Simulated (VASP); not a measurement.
Ge2BiO2:

```
Ge Bi O
1.0
    -1.84697    1.84697    6.43527
     1.84697   -1.84697    6.43527
     1.84697    1.84697   -6.43527
Ge Bi O
2 1 2
Direct
  0.66637 0.66637 0.00000
  0.33363 0.33363 0.00000
  0.00000 0.00000 0.00000
  0.75000 0.25000 0.50000
  0.25000 0.75000 0.50000
```

The cell was generated, and may not be a known phase.

| Property | Result |
| --- | --- |
| Program | VASP 6.6.1 |
| Task | relaxation of cell and atoms |
| Functional | PBE |
| Potentials or basis | VASP PAW PBE potentials, release 64 (Ge_d, Bi_d, O) |
| Cutoff | 600 eV |
| k mesh | 6 × 6 × 6 |
| Occupations | gaussian, width 0.1 eV |
| Spin | no spin polarisation |

At the start: pressure -4.5 GPa; volume 17.56 Å³/atom.

Question: Where does the relaxation end?

Answer: Over 10 steps the energy falls by 70.4 meV/atom and the volume is 19.41 Å³/atom (+10.5 %); space group I4/mmm (No. 139, to 0.1 Å) before and after.

Step by step:
| step | energy change (eV) | largest force (eV/Å) | pressure (GPa) | volume (Å³) |
| --- | --- | --- | --- | --- |
| 1 | 0.0000 | 0.3003 | -4.49 | 87.81 |
| 2 | -0.1363 | 0.4036 | 2.55 | 81.65 |
| 3 | -0.1396 | 0.2985 | 1.48 | 82.40 |
| 4 | -0.1783 | 0.2789 | 1.00 | 83.03 |
| 5 | -0.1810 | 0.4774 | 0.87 | 83.21 |
| 6 | -0.2121 | 0.5402 | 0.53 | 84.65 |
| 7 | -0.2813 | 0.5412 | -0.53 | 88.95 |
| 8 | -0.3455 | 0.3487 | -1.07 | 97.49 |
| 9 | -0.2228 | 1.5752 | 5.10 | 95.04 |
| 10 | -0.3520 | 0.0072 | -0.01 | 97.03 |

Final structure:
```
Ge Bi O
1.0
    -1.75684    1.75684    7.85913
     1.75684   -1.75684    7.85913
     1.75684    1.75684   -7.85913
Ge Bi O
2 1 2
Direct
  0.68041 0.68041 0.00000
  0.31959 0.31959 0.00000
  0.00000 0.00000 0.00000
  0.75000 0.25000 0.50000
  0.25000 0.75000 0.50000
```

Caveat: a cell axis changed by over 15 % at a fixed basis, so the end point is rough; an odd number of electrons without spin polarisation forces a metal; a magnetic or distorted state may lie lower.
